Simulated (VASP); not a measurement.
# Sr (I4/mmm) in VASP: further runs

The runs below take Sr through single point, with r2SCAN.

All numbers are computed with VASP 6.6.1; they aren't measurements. Logs are shortened: lines on timing, memory, paths and dates and some standing lists are left out, and cuts for length are marked.

### 1 The cell of the first run

It takes space group I4/mmm (No. 139, tetragonal). The conventional cell has a = 4.810 Å, b = 4.810 Å, c = 4.882 Å, α = 90.00°, β = 90.00°, γ = 90.00°. Within 5.5 Å of Sr (site symmetry 4/mmm) lie 14 Sr at 4.19 to 4.88 Å.

### 2 Single point, r2SCAN (strain along c alone, the other axes held: +1.5 %)

The input, POSCAR:

```
Sr
1.0
    4.8096001444      0.0000000000      0.0000000000
    0.0000000000      4.8096001444      0.0000000000
    0.0000000000      0.0000000000      4.8817441466
Sr
2
Direct
    0.0000000000      0.0000000000      0.0000000000
    0.5000000000      0.5000000000      0.5000000000
```

The input, INCAR.step1:

```
PREC = Accurate
ENCUT = 520
ISMEAR = 0
SIGMA = 0.1
LREAL = False
LASPH = True
NELM = 100
NBANDS = 17
GGA = PE
ALGO = Normal
EDIFF = 1E-4
LWAVE = True
LCHARG = False
```

The input, INCAR.step2:

```
PREC = Accurate
ENCUT = 520
EDIFF = 1E-6
ISMEAR = 0
SIGMA = 0.1
LREAL = False
LASPH = True
NELM = 100
ALGO = Normal
ISIF = 2
LWAVE = False
LCHARG = True
METAGGA = R2SCAN
LMIXTAU = True
LELF = True
LVHAR = True
NBANDS = 17
ISTART = 1
```

The input, KPOINTS:

```
regular mesh
0
Gamma
  10 10 10
```

Potentials or basis: VASP PAW PBE potentials, release 64 (Sr_sv).

The run is started by

```
cat potpaw_PBE.64/Sr_sv/POTCAR > POTCAR
cp INCAR.step1 INCAR
mpirun -np 1 vasp_std > vasp.out
cp INCAR.step2 INCAR
mpirun -np 1 vasp_std > vasp.out
```

OUTCAR:

```text
PREC = Accurate
   ENCUT = 520
   EDIFF = 1E-6
   ISMEAR = 0
   LREAL = False
   LASPH = True
   NELM = 100
   ISIF = 2
   METAGGA = R2SCAN
   ISTART = 1

 ion  position               nearest neighbor table
   1  0.000  0.000  0.000-   2 4.19   2 4.19   2 4.19   2 4.19   2 4.19   2 4.19   2 4.19   2 4.19

   2  0.500  0.500  0.500-   1 4.19   1 4.19   1 4.19   1 4.19   1 4.19   1 4.19   1 4.19   1 4.19

  LATTYP: Found a simple tetragonal cell.
 ALAT       =     4.8096001444
 C/A-ratio  =     1.0150000000

  Lattice vectors:

 A1 = (   4.8096001444,   0.0000000000,   0.0000000000)
 A2 = (   0.0000000000,   4.8096001444,   0.0000000000)
 A3 = (   0.0000000000,   0.0000000000,   4.8817441466)

Analysis of symmetry for initial positions (statically):
=====================================================================
 Subroutine PRICEL returns following result:

  LATTYP: Found a body centered tetragonal cell.
 ALAT       =     4.8096001444
 C/A-ratio  =     1.0150000000

  Lattice vectors:

 A1 = (  -2.4048000722,  -2.4048000722,  -2.4408720733)
 A2 = (   2.4048000722,   2.4048000722,  -2.4408720733)
 A3 = (   2.4048000722,  -2.4048000722,   2.4408720733)

   2 primitive cells build up your supercell.

 Routine SETGRP: Setting up the symmetry group for a
 simple tetragonal supercell.

 Subroutine GETGRP returns: Found 16 space group operations
 (whereof 16 operations were pure point group operations)
 out of a pool of 16 trial point group operations.

The static configuration has the point symmetry D_4h.

Analysis of symmetry for dynamics (positions and initial velocities):
=====================================================================
 Subroutine PRICEL returns following result:

  LATTYP: Found a body centered tetragonal cell.
 ALAT       =     4.8096001444
 C/A-ratio  =     1.0150000000

  Lattice vectors:

 A1 = (  -2.4048000722,  -2.4048000722,  -2.4408720733)
 A2 = (   2.4048000722,   2.4048000722,  -2.4408720733)
 A3 = (   2.4048000722,  -2.4048000722,   2.4408720733)

   2 primitive cells build up your supercell.

 Routine SETGRP: Setting up the symmetry group for a
 simple tetragonal supercell.

 Subroutine GETGRP returns: Found 16 space group operations
 (whereof 16 operations were pure point group operations)
 out of a pool of 16 trial point group operations.

The dynamic configuration has the point symmetry D_4h.

 Subroutine INISYM returns: Found 16 space group operations
 (whereof 16 operations are pure point group operations),
 and found     2 'primitive' translations

----------------------------------------------------------------------------------------

                                     Primitive cell

  volume of cell :      56.4629

  direct lattice vectors                    reciprocal lattice vectors
    -2.404800072 -2.404800072 -2.440872073     0.000000000 -0.207917492 -0.204844820
     2.404800072  2.404800072 -2.440872073     0.207917492  0.000000000 -0.204844820
     2.404800072 -2.404800072  2.440872073     0.207917492 -0.207917492  0.000000000

  length of vectors
     4.186165698  4.186165698  4.186165698     0.291875117  0.291875117  0.294039737

  position of ions in fractional coordinates (direct lattice)
     0.000000000  0.000000000  0.000000000

  ion indices of the primitive-cell ions
   primitive index   ion index
                 1           1

----------------------------------------------------------------------------------------

 KPOINTS: regular mesh

Automatic generation of k-mesh.
 Grid dimensions read from file:
 generate k-points for:   10   10   10

 Generating k-lattice:

  Cartesian coordinates                     Fractional coordinates (reciprocal lattice)
     0.020791749  0.000000000  0.000000000     0.100000000  0.000000000  0.000000000
     0.000000000  0.020791749  0.000000000     0.000000000  0.100000000  0.000000000
     0.000000000  0.000000000  0.020484482     0.000000000  0.000000000  0.100000000

  Length of vectors
     0.020791749  0.020791749  0.020484482

  Shift w.r.t. Gamma in fractional coordinates (k-lattice)
     0.000000000  0.000000000  0.000000000

 Subroutine IBZKPT returns following result:
 ===========================================

 Found    126 irreducible k-points:

 Following reciprocal coordinates:
            Coordinates               Weight
  0.000000  0.000000  0.000000      1.000000
  0.100000  0.000000  0.000000      4.000000
  0.200000  0.000000  0.000000      4.000000
  0.300000  0.000000  0.000000      4.000000
  0.400000  0.000000  0.000000      4.000000
  0.500000  0.000000  0.000000      2.000000
[... 16 lines left out ...]
  0.100000  0.000000  0.100000      8.000000
  0.200000  0.000000  0.100000      8.000000
 [... further k-points ...]
   k-points           NKPTS =    126   k-points in BZ     NKDIM =    126   number of bands    NBANDS=     17
   number of dos      NEDOS =    301   number of ions     NIONS =      2
   total plane-waves  NPLWV =  46656
   dimension x,y,z NGX =    36 NGY =   36 NGZ =   36
   dimension x,y,z NGXF=    72 NGYF=   72 NGZF=   72
   ions per type =               2
   NGX,Y,Z   is equivalent  to a cutoff of  12.44, 12.44, 12.26 a.u.
   NGXF,Y,Z  is equivalent  to a cutoff of  24.89, 24.89, 24.52 a.u.
 SYSTEM =  unknown system
   PREC   = accura    normal or accurate (medium, high low for compatibility)
   ISTART =      1    job   : 0-new  1-cont  2-samecut
   ICHARG =      0    charge: 1-file 2-atom 10-const
   ISPIN  =      1    spin polarized calculation?
   LNONCOLLINEAR =      F non collinear calculations
   LSORBIT =      F    spin-orbit coupling
   LASPH  =      T    aspherical Exc in radial PAW
   ENCUT  =  520.0 eV  38.22 Ry    6.18 a.u.   8.94  8.94  9.08*2*pi/ulx,y,z
   NELM   =    100;   NELMIN=  2; NELMDL=  0     # of ELM steps
   EDIFF  = 0.1E-05   stopping-criterion for ELM
   LREAL  =      F    real-space projection
   EDIFFG = 0.1E-04   stopping-criterion for IOM
   NSW    =      0    number of steps for IOM
   IBRION =     -1    ionic relax: 0-MD 1-quasi-New 2-CG
   NFREE  =      0    steps in history (QN), initial steepest desc. (CG)
   ISIF   =      2    stress and relaxation
   ISYM   =      2    0-nonsym 1-usesym 2-fastsym
   POTIM  = 0.5000    time-step for ionic-motion
   TEBEG  =    0.0;   TEEND  =   0.0 temperature during run
   PSTRESS=    0.0 pullay stress
   NELECT =      20.0000    total number of electrons
   NUPDOWN=      -1.0000    fix difference up-down
   EMIN   =  10.00;   EMAX   =-10.00  energy-range for DOS
   EFERMI =   0.00;   METHOD = LEGACY
   ISMEAR =     0;   SIGMA  =   0.10  broadening in eV -4-tet -1-fermi 0-gaus
   EFERMI_NEDOS =   21; number of points for ismear=-14 and -15
   IALGO  =     38    algorithm
   IMIX   =      4    mixing-type and parameters
     AMIX     =   0.40;   BMIX     =  1.00
     AMIX_MAG =   1.60;   BMIX_MAG =  1.00
  volume/ion in A,a.u.               =      56.46       381.03
  Fermi-wavevector in a.u.,A,eV,Ry     =   0.919363  1.737345 11.500038  0.845229
  Thomas-Fermi vector in A             =   2.044549
   LORBIT       =      0    0 simple, 1 ext, 2 COOP (PROOUT), +10 PAW based schemes
   METAGGA = R2SCAN    functional components
   LHFCALC =     F    Hartree Fock is set to
   AEXX    =    0.0000 exact exchange contribution
   IVDW    =     0    specifies the selected vdW correction
   LEPSILON=     F    determine dielectric tensor
   LRPA    =     F    only Hartree local field effects (RPA)
 non-spin polarized calculation
 Gauss-broadening in eV      SIGMA  =   0.10
  energy-cutoff  :      520.00
  volume of cell :      112.93
 maximum number of plane-waves:      3072
 NGX is ok and might be reduce to    36
   NGX = 17   NGY = 17   NGZ = 19

 number of electron      19.9999999 magnetization

 Free energy of the ion-electron system (eV)
  ---------------------------------------------------
  ext. energy  EPLUGINS =         0.00000000
  ---------------------------------------------------
  free energy    TOTEN  =       -30.18438869 eV

  energy without entropy =      -30.16896639  energy(sigma->0) =      -30.17667754

 E-fermi :   1.5440     XC(G=0):  -7.7020

 val. band max:        1.5367268674   @ k =   0.1000   0.0000   0.1000
 cond. band min:       1.5467798077   @ k =   0.2000   0.2000   0.1000
 fundamental gap:      0.0100529403
 Fermi energy:         1.5440286131

 k-point     1 :       0.0000    0.0000    0.0000
  band No.  band energies     occupation
      1     -36.5511      2.00000
      2     -36.5255      2.00000
      3     -17.9481      2.00000
      4     -17.9449      2.00000
      5     -17.9449      2.00000
      6     -17.8145      2.00000
[... 9 lines left out ...]
     16       5.3704      0.00000
     17       5.3704      0.00000

 k-point     2 :       0.1000    0.0000    0.0000
  band No.  band energies     occupation
      1     -36.5504      2.00000
      2     -36.5260      2.00000
      3     -17.9449      2.00000
      4     -17.9446      2.00000
      5     -17.9415      2.00000
      6     -17.8210      2.00000
[... 9 lines left out ...]
     16       5.1305      0.00000
     17       5.1547      0.00000

 k-point     3 :       0.2000    0.0000    0.0000
  band No.  band energies     occupation
      1     -36.5483      2.00000
      2     -36.5276      2.00000
      3     -17.9439      2.00000
      4     -17.9344      2.00000
      5     -17.9318      2.00000
      6     -17.8388      2.00000
[... 9 lines left out ...]
     16       4.7133      0.00000
     17       4.8447      0.00000

 k-point     4 :       0.3000    0.0000    0.0000
  band No.  band energies     occupation
      1     -36.5452      2.00000
      2     -36.5302      2.00000
      3     -17.9398      2.00000
      4     -17.9186      2.00000
      5     -17.9166      2.00000
      6     -17.8636      2.00000
[... 9 lines left out ...]
     16       4.3465      0.00000
     17       4.6319      0.00000
[... 343 lines left out ...]
      1     -36.5504      2.00000
      2     -36.5261      2.00000
      3     -17.9475      2.00000
      4     -17.9416      2.00000
      5     -17.9416      2.00000
      6     -17.8182      2.00000
[... 9 lines left out ...]
     16       5.1405      0.00000
     17       5.1407      0.00000

 k-point    23 :       0.1000    0.0000    0.1000
  band No.  band energies     occupation
      1     -36.5497      2.00000
      2     -36.5266      2.00000
      3     -17.9518      2.00000
      4     -17.9384      2.00000
      5     -17.9340      2.00000
      6     -17.8318      2.00000
[... 9 lines left out ...]
     16       4.9302      0.00000
     17       5.3165      0.00000

 k-point    24 :       0.2000    0.0000    0.1000
  band No.  band energies     occupation
      1     -36.5478      2.00000
      2     -36.5281      2.00000
      3     -17.9549      2.00000
      4     -17.9290      2.00000
      5     -17.9205      2.00000
      6     -17.8538      2.00000
[... 9 lines left out ...]
     16       4.5942      0.00000
     17       5.0099      0.00000

 [... further k-points ...]
[... 5 lines left out ...]
  --------------------------------------------------------------------------------------
  -------------------------------------------------------------------------------------
  Total       -0.0842822     -0.0842822     -0.0754567      0.0000000      0.0000000      0.0000000
  in kB       -1.1957859     -1.1957859     -1.0705712      0.0000000      0.0000000      0.0000000
  external PRESSURE =      -1.1540477 kB  Pullay stress =       0.0000000 kB

 VOLUME and BASIS-vectors are now :
 -----------------------------------------------------------------------------
  energy-cutoff  :      520.00
  volume of cell :      112.93
      direct lattice vectors                 reciprocal lattice vectors
     4.809600144  0.000000000  0.000000000     0.207917492  0.000000000  0.000000000
     0.000000000  4.809600144  0.000000000     0.000000000  0.207917492  0.000000000
     0.000000000  0.000000000  4.881744147     0.000000000  0.000000000  0.204844820

 POSITION                                       TOTAL-FORCE (eV/Angst)
 -----------------------------------------------------------------------------------
      0.00000      0.00000      0.00000         0.000000      0.000000     -0.000000
      2.40480      2.40480      2.44087        -0.000000     -0.000000      0.000000
 -----------------------------------------------------------------------------------
    total drift:                                0.000000      0.000000      0.000000

  FREE ENERGIE OF THE ION-ELECTRON SYSTEM (eV)
  ---------------------------------------------------
  free  energy   TOTEN  =       -30.1843886851 eV

  energy  without entropy=      -30.1689663921  energy(sigma->0) =      -30.17667754
```

Wall time 9.4 min (1 thread of Intel Xeon Platinum 8259CL at 2.50GHz (Skylake/Cascade Lake), shared host); peak memory 0.36 GiB.

What came out:

| Property | Result |
| --- | --- |
| Free energy | -30.1844 eV |
| Pressure | -0.1 GPa |
| Band gap on the k mesh | zero (band 10 reaches 1.89 eV, above the bottom of band 11 at 1.48 eV) |

Caveat: the cell differs from its parent crystal (strain along c alone, the other axes held: +1.5 %); the PAW data sets were made with another functional, which shifts forces and pressure a little.

### 3 Single point, r2SCAN (strain along c alone, the other axes held: -1.5 %)

Changes to POSCAR since step 2:

```diff
@@ -4,3 +4,3 @@
     0.0000000000      4.8096001444      0.0000000000
-    0.0000000000      0.0000000000      4.8817441466
+    0.0000000000      0.0000000000      4.7374561422
 Sr
```

The input, INCAR.step1:

```
ALGO     = Normal         # electronic algorithm
EDIFF    = 1E-4           # SCF threshold, eV
ENCUT    = 520            # plane-wave cutoff, eV
GGA      = PE             # functional
ISMEAR   = 0              # smearing method
LASPH    = True           # aspherical terms in the spheres
LCHARG   = False          # write CHGCAR
LREAL    = False          # projectors in reciprocal space
LWAVE    = True           # write WAVECAR
NBANDS   = 17             # bands
NELM     = 100            # most SCF steps
PREC     = Accurate       # precision mode
SIGMA    = 0.1            # smearing width, eV
```

The input, INCAR.step2:

```
ALGO     = Normal         # electronic algorithm
EDIFF    = 1E-6           # SCF threshold, eV
ENCUT    = 520            # plane-wave cutoff, eV
ISIF     = 2              # what is computed and relaxed
ISMEAR   = 0              # smearing method
ISTART   = 1            
LASPH    = True           # aspherical terms in the spheres
LCHARG   = False          # write CHGCAR
LMIXTAU  = True         
LREAL    = False          # projectors in reciprocal space
LWAVE    = False          # write WAVECAR
METAGGA  = R2SCAN         # meta-GGA
NBANDS   = 17             # bands
NELM     = 100            # most SCF steps
PREC     = Accurate       # precision mode
SIGMA    = 0.1            # smearing width, eV
```

The input, KPOINTS:

```
k-points
0
Gamma
  10 10 10
```

Potentials or basis: VASP PAW PBE potentials, release 64 (Sr_sv).

The run is started by

```
cat potpaw_PBE.64/Sr_sv/POTCAR > POTCAR
cp INCAR.step1 INCAR
mpirun -np 1 vasp_std > vasp.out
cp INCAR.step2 INCAR
mpirun -np 1 vasp_std > vasp.out
```

OUTCAR:

```text
EDIFF = 1E-6
   ENCUT = 520
   ISIF = 2
   ISMEAR = 0
   ISTART = 1
   LASPH = True
   LREAL = False
   METAGGA = R2SCAN
   NELM = 100
   PREC = Accurate

 ion  position               nearest neighbor table
   1  0.000  0.000  0.000-   2 4.14   2 4.14   2 4.14   2 4.14   2 4.14   2 4.14   2 4.14   2 4.14

   2  0.500  0.500  0.500-   1 4.14   1 4.14   1 4.14   1 4.14   1 4.14   1 4.14   1 4.14   1 4.14

  LATTYP: Found a simple tetragonal cell.
 ALAT       =     4.8096001444
 C/A-ratio  =     0.9850000000

  Lattice vectors:

 A1 = (   4.8096001444,   0.0000000000,   0.0000000000)
 A2 = (   0.0000000000,   4.8096001444,   0.0000000000)
 A3 = (   0.0000000000,   0.0000000000,   4.7374561422)

Analysis of symmetry for initial positions (statically):
=====================================================================
 Subroutine PRICEL returns following result:

  LATTYP: Found a body centered tetragonal cell.
 ALAT       =     4.8096001444
 C/A-ratio  =     0.9850000000

  Lattice vectors:

 A1 = (  -2.4048000722,  -2.4048000722,  -2.3687280711)
 A2 = (   2.4048000722,   2.4048000722,  -2.3687280711)
 A3 = (   2.4048000722,  -2.4048000722,   2.3687280711)

[... 175 lines left out ...]
  ext. energy  EPLUGINS =         0.00000000
  ---------------------------------------------------
  free energy    TOTEN  =       -30.18352934 eV

  energy without entropy =      -30.16979216  energy(sigma->0) =      -30.17666075

 E-fermi :   1.6428     XC(G=0):  -7.7958

 val. band max:        1.6297410221   @ k =   0.3000   0.3000   0.0000
 cond. band min:       1.6427641524   @ k =   0.2000   0.0000   0.2000
 fundamental gap:      0.0130231303
 Fermi energy:         1.6427542743

 k-point     1 :       0.0000    0.0000    0.0000
  band No.  band energies     occupation
      1     -36.3843      2.00000
      2     -36.3549      2.00000
      3     -17.7901      2.00000
      4     -17.7901      2.00000
      5     -17.7861      2.00000
      6     -17.6443      2.00000
[... 457 lines left out ...]
      4     -17.7720      2.00000
      5     -17.7592      2.00000
      6     -17.6868      2.00000
[... 9 lines left out ...]
     16       4.7559      0.00000
     17       5.1457      0.00000

 [... further k-points ...]
[... 5 lines left out ...]
  --------------------------------------------------------------------------------------
  -------------------------------------------------------------------------------------
  Total        0.1335285      0.1335285      0.1459288      0.0000000     -0.0000000      0.0000000
  in kB        1.9521875      1.9521875      2.1334801      0.0000000     -0.0000000      0.0000000
  external PRESSURE =       2.0126183 kB  Pullay stress =       0.0000000 kB

 VOLUME and BASIS-vectors are now :
 -----------------------------------------------------------------------------
  energy-cutoff  :      520.00
  volume of cell :      109.59
      direct lattice vectors                 reciprocal lattice vectors
     4.809600144  0.000000000  0.000000000     0.207917492  0.000000000  0.000000000
     0.000000000  4.809600144  0.000000000     0.000000000  0.207917492  0.000000000
     0.000000000  0.000000000  4.737456142     0.000000000  0.000000000  0.211083748

 POSITION                                       TOTAL-FORCE (eV/Angst)
 -----------------------------------------------------------------------------------
      0.00000      0.00000      0.00000        -0.000000     -0.000000      0.000000
      2.40480      2.40480      2.36873         0.000000      0.000000     -0.000000
 -----------------------------------------------------------------------------------
    total drift:                                0.000000      0.000000      0.000000

  FREE ENERGIE OF THE ION-ELECTRON SYSTEM (eV)
  ---------------------------------------------------
  free  energy   TOTEN  =       -30.1835293354 eV

  energy  without entropy=      -30.1697921570  energy(sigma->0) =      -30.17666075
```

OUTCAR.step1:

```text
EDIFF = 1E-4
   ENCUT = 520
   GGA = PE
   ISMEAR = 0
   LASPH = True
[... 723 lines left out ...]
 -----------------------------------------------------------------------------------
      0.00000      0.00000      0.00000        -0.000000     -0.000000     -0.000000
      2.40480      2.40480      2.36873         0.000000      0.000000      0.000000
 -----------------------------------------------------------------------------------
    total drift:                                0.000000      0.000000      0.000000

  FREE ENERGIE OF THE ION-ELECTRON SYSTEM (eV)
  ---------------------------------------------------
  free  energy   TOTEN  =        -3.2686596414 eV

  energy  without entropy=       -3.2578264797  energy(sigma->0) =       -3.26324306
```

Wall time 7.7 min (1 thread of Intel Xeon Platinum 8259CL at 2.50GHz (Skylake/Cascade Lake), shared host); peak memory 0.34 GiB.

Results:

```yaml
Free_energy: -30.1835 eV
Pressure: 0.2 GPa
Band_gap_on_the_k_mesh: zero (band 10 reaches 2.01 eV, above the bottom of band 11 at 1.53 eV)
```

Caveat: the cell differs from its parent crystal (strain along c alone, the other axes held: -1.5 %); the PAW data sets were made with another functional, which shifts forces and pressure a little.
